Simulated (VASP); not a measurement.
# HF in VASP: further runs, part 2 of 2

VASP 6.6.1.

## 3. Single point, r2SCAN+D3(BJ)

File POSCAR:

```
HF
1.0
    6.6883740000      0.0000000000      0.0000000000
    0.0000000000      6.6883740000      0.0000000000
    0.0000000000      0.0000000000      6.6883740000
F H
8 8
Direct
    0.1500065636      0.1988375650      0.7130731625
    0.7832546446      0.1266376551      0.9028352781
    0.0029603608      0.7197863038      0.3417721557
    0.7956044324      0.6717178196      0.6533725536
    0.0957033802      0.9732410299      1.0658195848
    0.5055040283      0.3077130555      0.5580728590
    0.5064758639      0.8826958540      0.7347226695
    0.7221635632      0.2881118789      0.2457248952
    0.2793504071      0.1964005003      0.6503822902
    0.6747080830      0.0841011582      0.8254921151
    0.0033042411      0.8232793202      0.2502252416
    0.8754594166      0.6839778996      0.5259873326
    0.1159325121      1.0229990129      0.9399893008
    0.5929542816      0.3167586023      0.4455641984
    0.5885884970      0.7745081241      0.6944587728
    0.7424375491      0.2509578561      0.1126581737
```

File INCAR.step1:

```
SYSTEM = HF
PREC     = Accurate       ! precision mode
ENCUT    = 1110           ! plane-wave cutoff, eV
ISMEAR   = -1             ! smearing method
SIGMA    = 0.02           ! smearing width, eV
LREAL    = Auto         
LASPH    = .True.         ! aspherical terms in the spheres
NELM     = 120            ! most SCF steps
NBANDS   = 46             ! bands
GGA      = PE             ! functional
ALGO     = Normal         ! electronic algorithm
EDIFF    = 1E-5           ! SCF threshold, eV
LWAVE    = .True.         ! write WAVECAR
LCHARG   = .False.        ! write CHGCAR
GGA_COMPAT= .False.
```

File INCAR.step2:

```
SYSTEM = HF
PREC     = Accurate       ! precision mode
ENCUT    = 1110           ! plane-wave cutoff, eV
EDIFF    = 1E-6           ! SCF threshold, eV
ISMEAR   = -1             ! smearing method
SIGMA    = 0.02           ! smearing width, eV
LREAL    = Auto         
LASPH    = .True.         ! aspherical terms in the spheres
NELM     = 120            ! most SCF steps
ALGO     = Normal         ! electronic algorithm
ISIF     = 2              ! what is computed and relaxed
LWAVE    = .False.        ! write WAVECAR
LCHARG   = .False.        ! write CHGCAR
METAGGA  = R2SCAN         ! meta-GGA
LMIXTAU  = .True.       
IVDW     = 12             ! dispersion correction
VDW_S6   = 1.0          
VDW_S8   = 0.78981345   
VDW_A1   = 0.49484001   
VDW_A2   = 5.73083694   
NBANDS   = 46             ! bands
ISTART   = 1            
GGA_COMPAT= .False.
```

File KPOINTS:

```
regular mesh
0
Gamma
  1 1 1
  0 0 0
```

Potentials or basis: VASP PAW PBE potentials, release 64 (F_h, H_h).

Run with:

```console
cat potpaw_PBE.64/F_h/POTCAR potpaw_PBE.64/H_h/POTCAR > POTCAR
cp INCAR.step1 INCAR
mpirun -np 1 vasp_gam > vasp.out
cp INCAR.step2 INCAR
mpirun -np 1 vasp_gam > vasp.out
```

OUTCAR:

```text
SYSTEM = HF
   PREC = Accurate
   ENCUT = 1110
   EDIFF = 1E-6
   ISMEAR = -1
   LREAL = Auto
   LASPH = .True.
   NELM = 120
   ISIF = 2
   METAGGA = R2SCAN
   IVDW = 12
   ISTART = 1
 IVDW          = 12

 ion  position               nearest neighbor table
   1  0.150  0.199  0.713-   9 0.96
   2  0.783  0.127  0.903-  10 0.94
   3  0.003  0.720  0.342-  11 0.92
   4  0.796  0.672  0.653-  12 1.01
   5  0.096  0.973  0.066-  13 0.92
   6  0.506  0.308  0.558-  14 0.95
[... 8 lines left out ...]
  15  0.589  0.775  0.694-   7 0.95
  16  0.742  0.251  0.113-   8 0.93

  LATTYP: Found a simple cubic cell.
 ALAT       =     6.6883740000

  Lattice vectors:

 A1 = (   6.6883740000,   0.0000000000,   0.0000000000)
 A2 = (   0.0000000000,   6.6883740000,   0.0000000000)
 A3 = (   0.0000000000,   0.0000000000,   6.6883740000)

Analysis of symmetry for initial positions (statically):
=====================================================================
 Subroutine PRICEL returns:
 Original cell was already a primitive cell.

 Routine SETGRP: Setting up the symmetry group for a
 simple cubic supercell.

 Subroutine GETGRP returns: Found  1 space group operations
 (whereof  1 operations were pure point group operations)
 out of a pool of 48 trial point group operations.

The static configuration has the point symmetry C_1 .

Analysis of symmetry for dynamics (positions and initial velocities):
=====================================================================
 Subroutine PRICEL returns:
 Original cell was already a primitive cell.

 Routine SETGRP: Setting up the symmetry group for a
 simple cubic supercell.

[... 126 lines left out ...]
   IMIX   =      4    mixing-type and parameters
     AMIX     =   0.40;   BMIX     =  1.00
     AMIX_MAG =   1.60;   BMIX_MAG =  1.00
  volume/ion in A,a.u.               =      18.70       126.19
  Fermi-wavevector in a.u.,A,eV,Ry     =   0.979071  1.850176 13.042278  0.958580
  Thomas-Fermi vector in A             =   2.109896
   LORBIT       =      0    0 simple, 1 ext, 2 COOP (PROOUT), +10 PAW based schemes
   METAGGA = R2SCAN    functional components
   LHFCALC =     F    Hartree Fock is set to
   AEXX    =    0.0000 exact exchange contribution
   IVDW    =    12    specifies the selected vdW correction
   LEPSILON=     F    determine dielectric tensor
   LRPA    =     F    only Hartree local field effects (RPA)
 non-spin polarized calculation
  energy-cutoff  :     1110.00
  volume of cell :      299.20
 maximum number of plane-waves:     12635
 NGX is ok and might be reduce to    80
   NGX = 37   NGY = 37   NGZ = 37

 number of electron      63.9999998 magnetization

 Free energy of the ion-electron system (eV)
  ---------------------------------------------------
  ext. energy  EPLUGINS =         0.00000000
  ---------------------------------------------------
  free energy    TOTEN  =       -77.47126219 eV

  energy without entropy =      -77.47126219  energy(sigma->0) =      -77.47126219

 E-fermi :  -7.2904     XC(G=0):  -5.0083

 val. band max:       -7.8242235012   @ k =   0.0000   0.0000   0.0000
 cond. band min:       0.5407067925   @ k =   0.0000   0.0000   0.0000
 fundamental gap:      8.3649302937
 Fermi energy:        -7.2903609029

 k-point     1 :       0.0000    0.0000    0.0000
  band No.  band energies     occupation
      1     -30.6326      2.00000
      2     -30.3146      2.00000
      3     -29.9899      2.00000
      4     -29.9059      2.00000
      5     -29.6171      2.00000
      6     -29.4961      2.00000
[... 36 lines left out ...]
     43       6.7575      0.00000
     44       6.9664      0.00000
 [bands above 44 left out]

------------------------ aborting loop because EDIFF is reached ----------------------------------------

 Edisp (eV)   -0.13073

 E8    (eV) :    -0.0180

  FORCE on cell =-STRESS in cart. coord.  units (eV):
  Direction    XX          YY          ZZ          XY          YZ          ZX
  --------------------------------------------------------------------------------------
  -------------------------------------------------------------------------------------
  Total      -2.00224    -0.66075    -1.78336    -0.70956    -0.17050     1.92738
  in kB     -10.72171    -3.53824    -9.54965    -3.79962    -0.91300    10.32089
  external pressure =       -7.94 kB  Pullay stress =        0.00 kB

 VOLUME and BASIS-vectors are now :
 -----------------------------------------------------------------------------
  energy-cutoff  :     1110.00
  volume of cell :      299.20
      direct lattice vectors                 reciprocal lattice vectors
     6.688374000  0.000000000  0.000000000     0.149513170  0.000000000  0.000000000
     0.000000000  6.688374000  0.000000000     0.000000000  0.149513170  0.000000000
     0.000000000  0.000000000  6.688374000     0.000000000  0.000000000  0.149513170

 POSITION                                       TOTAL-FORCE (eV/Angst)
 -----------------------------------------------------------------------------------
      1.00330      1.32990      4.76930         1.203890     -0.352987     -0.337741
      5.23870      0.84700      6.03850        -0.130470      0.323556      0.103873
      0.01980      4.81420      2.28590        -0.053215     -0.786109      0.667752
      5.32130      4.49270      4.37000         1.137873     -0.105755     -1.777326
      0.64010      6.50940      0.44023         0.110030     -0.468774      1.286017
      3.38100      2.05810      3.73260         0.352423      0.072610     -0.254903
[... 8 lines left out ...]
      3.93670      5.18020      4.64480         0.335478      0.150021     -0.026979
      4.96570      1.67850      0.75350         0.012018     -0.388577     -0.614518
 -----------------------------------------------------------------------------------
    total drift:                                0.003220     -0.003248      0.000310

  FREE ENERGIE OF THE ION-ELECTRON SYSTEM (eV)
  ---------------------------------------------------
  free  energy   TOTEN  =       -77.6019909560 eV

  energy  without entropy=      -77.6019909560  energy(sigma->0) =      -77.60199096
```

Run time: 3.7 min. Hardware: 1 thread of Intel Xeon 6975P-C (Granite Rapids), shared host; peak memory 1 GiB.

What came out:

- Free energy: -77.6020 eV
- Pressure: -0.8 GPa
- Largest force: 2.113 eV/Å
- Dispersion energy per atom: -0.008 eV

Forces on the atoms (eV/Å):
```
F    1.204 -0.353 -0.338
F   -0.130  0.324  0.104
F   -0.053 -0.786  0.668
F    1.138 -0.106 -1.777
F    0.110 -0.469  1.286
F    0.352  0.073 -0.255
F   -0.271  0.325  0.118
F    0.115  0.342  0.565
H   -1.042  0.200  0.420
H   -0.240 -0.338 -0.177
H    0.099  0.670 -0.711
H   -1.086  0.049  1.649
H    0.016  0.579 -1.276
H   -0.558 -0.270  0.366
H    0.335  0.150 -0.027
H    0.012 -0.389 -0.615
```

Levels at points of the mesh, in eV from the Fermi level:
```
           k point  band 29  band 30  band 31  band 32  band 33  band 34  band 35  band 36
(0.00, 0.00, 0.00)    -0.71    -0.64    -0.62    -0.53     7.83    10.89    11.25    11.54
```

Caveat: the k points lie up to 0.94 Å⁻¹ apart, too coarse for converged energies, forces and pressures; the atoms stand as in a frame of molecular dynamics; the PAW data sets were made with another functional, which shifts forces and pressure a little.
